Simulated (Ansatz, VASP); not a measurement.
One calculation of Na, two programs

The input POSCAR:

```
Na
1.0
    0.0000000000      2.5973470000      2.5973470000
    2.5973470000      0.0000000000      2.5973470000
    2.5973470000      2.5973470000      0.0000000000
Na
1
Direct
    0.0000000000      0.0000000000      0.0000000000
```

The input INCAR.step1:

```
SYSTEM = Na
PREC     = Accurate       ! precision mode
ENCUT    = 550            ! plane-wave cutoff, eV
ISMEAR   = 1              ! smearing method
SIGMA    = 0.0221         ! smearing width, eV
LREAL    = .False.        ! projectors in reciprocal space
LASPH    = .True.         ! aspherical terms in the spheres
NELM     = 120            ! most SCF steps
NBANDS   = 10             ! bands
GGA      = PE             ! functional
ALGO     = Normal         ! electronic algorithm
EDIFF    = 1E-5           ! SCF threshold, eV
LWAVE    = .True.         ! write WAVECAR
LCHARG   = .False.        ! write CHGCAR
GGA_COMPAT= .False.
```

Contents of INCAR.step2:

```
SYSTEM = Na
PREC     = Accurate       ! precision mode
ENCUT    = 550            ! plane-wave cutoff, eV
EDIFF    = 1E-6           ! SCF threshold, eV
ISMEAR   = 1              ! smearing method
SIGMA    = 0.0221         ! smearing width, eV
LREAL    = .False.        ! projectors in reciprocal space
LASPH    = .True.         ! aspherical terms in the spheres
NELM     = 120            ! most SCF steps
ALGO     = Normal         ! electronic algorithm
ISIF     = 2              ! what is computed and relaxed
LWAVE    = .False.        ! write WAVECAR
LCHARG   = .True.         ! write CHGCAR
METAGGA  = R2SCAN         ! meta-GGA
LMIXTAU  = .True.       
LELF     = .True.         ! ELF
LVHAR    = .True.       
NBANDS   = 10             ! bands
ISTART   = 1            
GGA_COMPAT= .False.
```

The input KPOINTS:

```
Automatic mesh
0
Gamma
  9 9 9
  0 0 0
```

Input for Ansatz:

```yaml
crystal:
  lattice:
    - [0.0, 2.597347, 2.597347]
    - [2.597347, 0.0, 2.597347]
    - [2.597347, 2.597347, 0.0]
  atoms:
    - { symbol: Na, position: [0.0, 0.0, 0.0] }
  symmetry: { tolerance: 0.0003 }
kpoints:
  mp_grid: { grid: [9, 9, 9], shift: [0, 0, 0] }
  band_path:
    path:
      - [0.0, 0.0, 0.0]
      - [0.5, 0.0, 0.5]
      - [0.625, 0.25, 0.625]
      - [0.375, 0.375, 0.75]
      - [0.0, 0.0, 0.0]
      - [0.5, 0.5, 0.5]
      - [0.5, 0.25, 0.75]
      - [0.5, 0.0, 0.5]
    npoints: 8
magnetization:
  spin_polarized: false
scf:
  occupations: { method: cold, width: 0.0221 }
  lower_state_search: "off"
  max_iter: 200
hamiltonian:
  pseudopotentials: { kind: paw }
  xc: r2scan
basis:
  ecutwfc: 500
  fft_grid_basis: typed
output:
  forces: true
  stress: true
  eigenvalues: true
  bader: true
  populations: true
  elf: true
  write_potential: true
  volumetric_format: npy
  dos:
    e_range: [-12, 8]
    de: 0.05
    projected: { site_lists: { Na: [Na] } }
  write_density: true
checkpoint:
  read: saved_state
```

Alike in both runs: task single point; functional r2SCAN; k mesh 9 × 9 × 9; no spin polarisation.

|  | VASP | Ansatz |
| --- | --- | --- |
| version | VASP 6.6.1 | Ansatz 0.2.0 |
| potentials or method | VASP PAW PBE potentials, release 64 (Na_pv), cutoff 550 eV | PAW plane waves |
| occupations | methfessel-paxton of order 1, width 0.0221 eV | cold, width 0.0221 eV |
| valence electrons in the cell | 7 | 9 |

|  | VASP | Ansatz | Ansatz less VASP |
| --- | --- | --- | --- |
| pressure (GPa) | 0.7 | 0.7 | -0.04 |

VASP's potentials were made for PBE, not for r2SCAN. VASP's potentials hold 7 valence electrons a cell and Ansatz's 9, so a difference there can come from the potentials and not from the codes.
